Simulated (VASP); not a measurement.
# CdSe (F-43m) in VASP: further runs

CdSe is run at these levels: PBE; tasks: single point.

Everything below comes from runs of VASP 6.6.1. Logs are shortened: lines on timing, memory, paths and dates and some standing lists are left out, and cuts for length are marked.

### Step 1. The cell of the first run

It takes space group F-43m (No. 216, cubic). The conventional cell has a = 6.136 Å, b = 6.136 Å, c = 6.136 Å, α = 90.00°, β = 90.00°, γ = 90.00°. Cd (site symmetry -43m) has 4 Se at 2.66 Å within 3.5 Å. Within 3.5 Å of Se (site symmetry -43m) lie 4 Cd at 2.66 Å.

### Step 2. Single point, PBE

INCAR

```
SYSTEM = CdSe
PREC = Accurate
ENCUT = 520
EDIFF = 1E-7
ISMEAR = 0
SIGMA = 0.01
LREAL = .FALSE.
LASPH = .TRUE.
NELM = 60
ALGO = Normal
ISIF = 2
LWAVE = .FALSE.
LCHARG = .FALSE.
GGA = PE
NBANDS = 16
```

KPOINTS

```
Automatic mesh
0
G
  6 6 6
  0 0 0
```

POSCAR

```
CdSe
1.0
    0.0000000000      3.0678017004      3.0678017004
    3.0678017004      0.0000000000      3.0678017004
    3.0678017004      3.0678017004      0.0000000000
Cd Se
1 1
Direct
    0.0000000000      0.0000000000      0.0000000000
    0.7500000000      0.7500000000      0.7500000000
```

Potentials or basis: VASP PAW PBE potentials, release 64 (Cd, Se).

The run is started by

```sh
cat potpaw_PBE.64/Cd/POTCAR potpaw_PBE.64/Se/POTCAR > POTCAR
mpirun -np 1 vasp_std > vasp.out
```

OUTCAR:

```text
SYSTEM = CdSe
   PREC = Accurate
   ENCUT = 520
   EDIFF = 1E-7
   ISMEAR = 0
   LREAL = .FALSE.
   LASPH = .TRUE.
   NELM = 60
   ISIF = 2
   GGA = PE

 ion  position               nearest neighbor table
   1  0.000  0.000  0.000-   2 2.66   2 2.66   2 2.66   2 2.66
   2  0.750  0.750  0.750-   1 2.66   1 2.66   1 2.66   1 2.66

  LATTYP: Found a face centered cubic cell.
 ALAT       =     6.1356034008

  Lattice vectors:

 A1 = (   0.0000000000,   3.0678017004,   3.0678017004)
 A2 = (   3.0678017004,   0.0000000000,   3.0678017004)
 A3 = (   3.0678017004,   3.0678017004,   0.0000000000)

Analysis of symmetry for initial positions (statically):
=====================================================================
 Subroutine PRICEL returns:
 Original cell was already a primitive cell.

 Routine SETGRP: Setting up the symmetry group for a
 face centered cubic supercell.

 Subroutine GETGRP returns: Found 24 space group operations
 (whereof 24 operations were pure point group operations)
 out of a pool of 48 trial point group operations.

The static configuration has the point symmetry T_d .

Analysis of symmetry for dynamics (positions and initial velocities):
=====================================================================
 Subroutine PRICEL returns:
 Original cell was already a primitive cell.

 Routine SETGRP: Setting up the symmetry group for a
 face centered cubic supercell.

 Subroutine GETGRP returns: Found 24 space group operations
 (whereof 24 operations were pure point group operations)
 out of a pool of 48 trial point group operations.

The dynamic configuration has the point symmetry T_d .

 Subroutine INISYM returns: Found 24 space group operations
 (whereof 24 operations are pure point group operations),
 and found     1 'primitive' translations

----------------------------------------------------------------------------------------

                                     Primitive cell

  volume of cell :      57.7447

  direct lattice vectors                    reciprocal lattice vectors
     0.000000000  3.067801700  3.067801700    -0.162983155  0.162983155  0.162983155
     3.067801700  0.000000000  3.067801700     0.162983155 -0.162983155  0.162983155
     3.067801700  3.067801700  0.000000000     0.162983155  0.162983155 -0.162983155

  length of vectors
     4.338526771  4.338526771  4.338526771     0.282295105  0.282295105  0.282295105

  position of ions in fractional coordinates (direct lattice)
     0.000000000  0.000000000  0.000000000
     0.750000000  0.750000000  0.750000000

  ion indices of the primitive-cell ions
   primitive index   ion index
                 1           1
                 2           2

----------------------------------------------------------------------------------------

 KPOINTS: Automatic mesh

Automatic generation of k-mesh.
 Grid dimensions read from file:
 generate k-points for:    6    6    6

 Generating k-lattice:

  Cartesian coordinates                     Fractional coordinates (reciprocal lattice)
    -0.027163859  0.027163859  0.027163859     0.166666667  0.000000000  0.000000000
     0.027163859 -0.027163859  0.027163859     0.000000000  0.166666667  0.000000000
     0.027163859  0.027163859 -0.027163859     0.000000000  0.000000000  0.166666667

  Length of vectors
     0.047049184  0.047049184  0.047049184

  Shift w.r.t. Gamma in fractional coordinates (k-lattice)
     0.000000000  0.000000000  0.000000000

 Subroutine IBZKPT returns following result:
 ===========================================

 Found     16 irreducible k-points:

 Following reciprocal coordinates:
            Coordinates               Weight
  0.000000  0.000000  0.000000      1.000000
  0.166667  0.000000  0.000000      8.000000
  0.333333  0.000000  0.000000      8.000000
  0.500000  0.000000  0.000000      4.000000
  0.166667  0.166667  0.000000      6.000000
  0.333333  0.166667  0.000000     24.000000
[... 8 lines left out ...]
 -0.333333  0.333333  0.166667     24.000000
 -0.333333  0.500000  0.166667     12.000000
   k-points           NKPTS =     16   k-points in BZ     NKDIM =     16   number of bands    NBANDS=     16
   number of dos      NEDOS =    301   number of ions     NIONS =      2
   total plane-waves  NPLWV =  32768
   dimension x,y,z NGX =    32 NGY =   32 NGZ =   32
   dimension x,y,z NGXF=    64 NGYF=   64 NGZF=   64
   ions per type =               1   1
   NGX,Y,Z   is equivalent  to a cutoff of  12.26, 12.26, 12.26 a.u.
   NGXF,Y,Z  is equivalent  to a cutoff of  24.52, 24.52, 24.52 a.u.
 SYSTEM =  CdSe
   PREC   = accura    normal or accurate (medium, high low for compatibility)
   ISTART =      0    job   : 0-new  1-cont  2-samecut
   ICHARG =      2    charge: 1-file 2-atom 10-const
   ISPIN  =      1    spin polarized calculation?
   LNONCOLLINEAR =      F non collinear calculations
   LSORBIT =      F    spin-orbit coupling
   LASPH  =      T    aspherical Exc in radial PAW
   ENCUT  =  520.0 eV  38.22 Ry    6.18 a.u.   8.07  8.07  8.07*2*pi/ulx,y,z
   NELM   =     60;   NELMIN=  2; NELMDL= -5     # of ELM steps
   EDIFF  = 0.1E-06   stopping-criterion for ELM
   LREAL  =      F    real-space projection
   EDIFFG = 0.1E-05   stopping-criterion for IOM
   NSW    =      0    number of steps for IOM
   IBRION =     -1    ionic relax: 0-MD 1-quasi-New 2-CG
   NFREE  =      0    steps in history (QN), initial steepest desc. (CG)
   ISIF   =      2    stress and relaxation
   ISYM   =      2    0-nonsym 1-usesym 2-fastsym
   POTIM  = 0.5000    time-step for ionic-motion
   TEBEG  =    0.0;   TEEND  =   0.0 temperature during run
   PSTRESS=    0.0 pullay stress
   NELECT =      18.0000    total number of electrons
   NUPDOWN=      -1.0000    fix difference up-down
   EMIN   =  10.00;   EMAX   =-10.00  energy-range for DOS
   EFERMI =   0.00;   METHOD = LEGACY
   ISMEAR =     0;   SIGMA  =   0.01  broadening in eV -4-tet -1-fermi 0-gaus
   EFERMI_NEDOS =   21; number of points for ismear=-14 and -15
   IALGO  =     38    algorithm
   IMIX   =      4    mixing-type and parameters
     AMIX     =   0.40;   BMIX     =  1.00
     AMIX_MAG =   1.60;   BMIX_MAG =  1.00
  volume/ion in A,a.u.               =      28.87       194.84
  Fermi-wavevector in a.u.,A,eV,Ry     =   1.110014  2.097622 16.764155  1.232131
  Thomas-Fermi vector in A             =   2.246560
   LORBIT       =      0    0 simple, 1 ext, 2 COOP (PROOUT), +10 PAW based schemes
   GGA     = PE    functional components
   LHFCALC =     F    Hartree Fock is set to
   AEXX    =    0.0000 exact exchange contribution
   IVDW    =     0    specifies the selected vdW correction
   LEPSILON=     F    determine dielectric tensor
   LRPA    =     F    only Hartree local field effects (RPA)
 non-spin polarized calculation
 Gauss-broadening in eV      SIGMA  =   0.01
  energy-cutoff  :      520.00
  volume of cell :       57.74
 maximum number of plane-waves:      1588
   NGX = 17   NGY = 17   NGZ = 17

 number of electron      18.0000008 magnetization

 Free energy of the ion-electron system (eV)
  ---------------------------------------------------
  ext. energy  EPLUGINS =         0.00000000
  ---------------------------------------------------
  free energy    TOTEN  =        -5.48511418 eV

  energy without entropy =       -5.48511418  energy(sigma->0) =       -5.48511418

 E-fermi :   0.7917     XC(G=0):  -8.7654

 val. band max:        0.7408566776   @ k =   0.0000   0.0000   0.0000
 cond. band min:       1.2938541714   @ k =   0.0000   0.0000   0.0000
 fundamental gap:      0.5529974939
 Fermi energy:         0.7917332134

 k-point     1 :       0.0000    0.0000    0.0000
  band No.  band energies     occupation
      1     -11.7085      2.00000
      2      -7.1122      2.00000
      3      -7.1122      2.00000
      4      -7.1122      2.00000
      5      -6.7655      2.00000
      6      -6.7655      2.00000
[... 8 lines left out ...]
     15      11.7787      0.00000
     16      11.7787      0.00000

 k-point     2 :       0.1667    0.0000    0.0000
  band No.  band energies     occupation
      1     -11.6221      2.00000
      2      -7.0854      2.00000
      3      -7.0854      2.00000
      4      -7.0270      2.00000
      5      -6.7662      2.00000
      6      -6.7662      2.00000
[... 8 lines left out ...]
     15      10.8358      0.00000
     16      11.2031      0.00000

 k-point     3 :       0.3333    0.0000    0.0000
  band No.  band energies     occupation
      1     -11.4468      2.00000
      2      -7.0408      2.00000
      3      -7.0408      2.00000
      4      -6.7562      2.00000
      5      -6.7562      2.00000
      6      -6.7434      2.00000
[... 8 lines left out ...]
     15      11.2512      0.00000
     16      11.2512      0.00000

 k-point     4 :       0.5000    0.0000    0.0000
  band No.  band energies     occupation
      1     -11.3584      2.00000
      2      -7.0247      2.00000
      3      -7.0247      2.00000
      4      -6.7436      2.00000
      5      -6.7436      2.00000
      6      -6.4896      2.00000
[... 8 lines left out ...]
     15      12.7987      0.00000
     16      12.7987      0.00000

 k-point     5 :       0.1667    0.1667    0.0000
  band No.  band energies     occupation
      1     -11.5936      2.00000
      2      -7.0577      2.00000
      3      -7.0577      2.00000
      4      -7.0378      2.00000
      5      -6.7810      2.00000
      6      -6.7520      2.00000
[... 8 lines left out ...]
     15      12.0157      0.00000
     16      12.3294      0.00000

 k-point     6 :       0.3333    0.1667    0.0000
  band No.  band energies     occupation
      1     -11.4485      2.00000
      2      -7.0259      2.00000
      3      -7.0056      2.00000
      4      -6.8663      2.00000
      5      -6.7401      2.00000
      6      -6.7393      2.00000
[... 8 lines left out ...]
     15      12.1785      0.00000
     16      12.4974      0.00000

 k-point     7 :       0.5000    0.1667    0.0000
  band No.  band energies     occupation
      1     -11.3318      2.00000
      2      -7.0064      2.00000
      3      -6.9848      2.00000
      4      -6.7853      2.00000
      5      -6.7395      2.00000
      6      -6.4725      2.00000
[... 8 lines left out ...]
     15      12.5198      0.00000
     16      12.9006      0.00000

 k-point     8 :      -0.3333    0.1667    0.0000
  band No.  band energies     occupation
      1     -11.3608      2.00000
      2      -7.0071      2.00000
      3      -7.0039      2.00000
      4      -6.7664      2.00000
      5      -6.7655      2.00000
      6      -6.5504      2.00000
[... 8 lines left out ...]
     15      11.6832      0.00000
     16      12.7984      0.00000

 k-point     9 :      -0.1667    0.1667    0.0000
  band No.  band energies     occupation
      1     -11.5062      2.00000
      2      -7.0542      2.00000
      3      -7.0356      2.00000
      4      -6.8938      2.00000
      5      -6.7784      2.00000
      6      -6.7418      2.00000
[... 8 lines left out ...]
     15      11.3222      0.00000
     16      12.6561      0.00000

 k-point    10 :       0.3333    0.3333    0.0000
  band No.  band energies     occupation
      1     -11.3628      2.00000
      2      -6.9373      2.00000
      3      -6.9373      2.00000
      4      -6.9195      2.00000
      5      -6.7248      2.00000
      6      -6.6658      2.00000
[... 8 lines left out ...]
     15      12.6390      0.00000
     16      14.7470      0.00000

 k-point    11 :       0.5000    0.3333    0.0000
  band No.  band energies     occupation
      1     -11.2767      2.00000
      2      -6.9512      2.00000
      3      -6.9061      2.00000
      4      -6.8570      2.00000
      5      -6.7249      2.00000
      6      -6.4425      2.00000
[... 8 lines left out ...]
     15      13.1770      0.00000
     16      13.7950      0.00000

 k-point    12 :      -0.3333    0.3333    0.0000
  band No.  band energies     occupation
      1     -11.2766      2.00000
      2      -6.9758      2.00000
      3      -6.9349      2.00000
      4      -6.7997      2.00000
      5      -6.7524      2.00000
      6      -6.3650      2.00000
[... 8 lines left out ...]
     15      11.4936      0.00000
     16      14.7219      0.00000

 k-point    13 :       0.5000    0.5000    0.0000
  band No.  band energies     occupation
      1     -11.2482      2.00000
      2      -6.9301      2.00000
      3      -6.8702      2.00000
      4      -6.8702      2.00000
      5      -6.7112      2.00000
      6      -6.4279      2.00000
[... 8 lines left out ...]
     15      13.0977      0.00000
     16      14.0126      0.00000

 k-point    14 :       0.5000    0.3333    0.1667
  band No.  band energies     occupation
      1     -11.3335      2.00000
      2      -6.9762      2.00000
      3      -6.9680      2.00000
      4      -6.8266      2.00000
      5      -6.7408      2.00000
      6      -6.5380      2.00000
[... 8 lines left out ...]
     15      12.7658      0.00000
     16      13.7180      0.00000

 k-point    15 :      -0.3333    0.3333    0.1667
  band No.  band energies     occupation
      1     -11.2766      2.00000
      2      -6.9694      2.00000
      3      -6.9440      2.00000
      4      -6.7942      2.00000
      5      -6.7548      2.00000
      6      -6.3644      2.00000
[... 8 lines left out ...]
     15      12.5518      0.00000
     16      13.6362      0.00000

 k-point    16 :      -0.3333    0.5000    0.1667
  band No.  band energies     occupation
      1     -11.2488      2.00000
      2      -6.9363      2.00000
      3      -6.9205      2.00000
      4      -6.8233      2.00000
      5      -6.7396      2.00000
      6      -6.3405      2.00000
[... 8 lines left out ...]
     15      13.4759      0.00000
     16      13.5867      0.00000

------------------------ aborting loop because EDIFF is reached ----------------------------------------

  FORCE on cell =-STRESS in cart. coord.  units (eV):
  Direction    XX          YY          ZZ          XY          YZ          ZX
  --------------------------------------------------------------------------------------
  -------------------------------------------------------------------------------------
  Total        0.6133650      0.6133650      0.6133650     -0.0000000     -0.0000000     -0.0000000
  in kB       17.0183615     17.0183615     17.0183615     -0.0000000     -0.0000000     -0.0000000
  external PRESSURE =      17.0183615 kB  Pullay stress =       0.0000000 kB

 VOLUME and BASIS-vectors are now :
 -----------------------------------------------------------------------------
  energy-cutoff  :      520.00
  volume of cell :       57.74
      direct lattice vectors                 reciprocal lattice vectors
     0.000000000  3.067801700  3.067801700    -0.162983155  0.162983155  0.162983155
     3.067801700  0.000000000  3.067801700     0.162983155 -0.162983155  0.162983155
     3.067801700  3.067801700  0.000000000     0.162983155  0.162983155 -0.162983155

 POSITION                                       TOTAL-FORCE (eV/Angst)
 -----------------------------------------------------------------------------------
      0.00000      0.00000      0.00000        -0.000000     -0.000000     -0.000000
      4.60170      4.60170      4.60170         0.000000      0.000000      0.000000
 -----------------------------------------------------------------------------------
    total drift:                                0.000000      0.000000      0.000000

  FREE ENERGIE OF THE ION-ELECTRON SYSTEM (eV)
  ---------------------------------------------------
  free  energy   TOTEN  =        -5.4851141757 eV

  energy  without entropy=       -5.4851141757  energy(sigma->0) =       -5.48511418
```

Run time: 11 s. Hardware: 1 thread of Intel Xeon Platinum 8488C (Sapphire Rapids), shared host; peak memory 0.18 GiB.

Results:

```yaml
Free_energy: -5.4851 eV
Pressure: 1.7 GPa
Band_gap_on_the_k_mesh: 0.55 eV, direct
```

### Step 3. Single point, PBE

INCAR

```
PREC = Accurate
ENCUT = 520
EDIFF = 1E-7
ISMEAR = 0
SIGMA = 0.01
LREAL = False
LASPH = True
NELM = 80
ALGO = Normal
ISIF = 2
LWAVE = False
LCHARG = False
GGA = PE
NBANDS = 16
```

KPOINTS

```
regular mesh
0
Gamma
  6 6 6
```

POSCAR is that of step 2.

Potentials or basis: VASP PAW PBE potentials, release 64 (Cd, Se).

The run is started by

```sh
cat potpaw_PBE.64/Cd/POTCAR potpaw_PBE.64/Se/POTCAR > POTCAR
mpirun -np 1 vasp_std > vasp.out
```

Run time: 13 s. Hardware: 1 thread of Intel Xeon Platinum 8488C (Sapphire Rapids), shared host; peak memory 0.18 GiB.

Results (log left out):

* Free energy: -5.4851 eV
* Pressure: 1.7 GPa
* Band gap on the k mesh: 0.55 eV, direct

Levels at points of the mesh, in eV from the valence-band top:
```tsv
k point	band 6	band 7	band 8	band 9	band 10	band 11	band 12	band 13
(0.00, 0.00, 0.00)	-7.51	0.00	0.00	0.00	0.55	5.93	5.93	5.93
(0.50, 0.00, 0.00)	-7.23	-4.24	-0.71	-0.71	2.36	6.43	6.43	7.35
(0.50, 0.50, 0.00)	-7.17	-3.96	-1.77	-1.77	3.18	3.73	8.99	10.06
```

A hybrid or GW would open this gap; PBE tends to underestimate it.
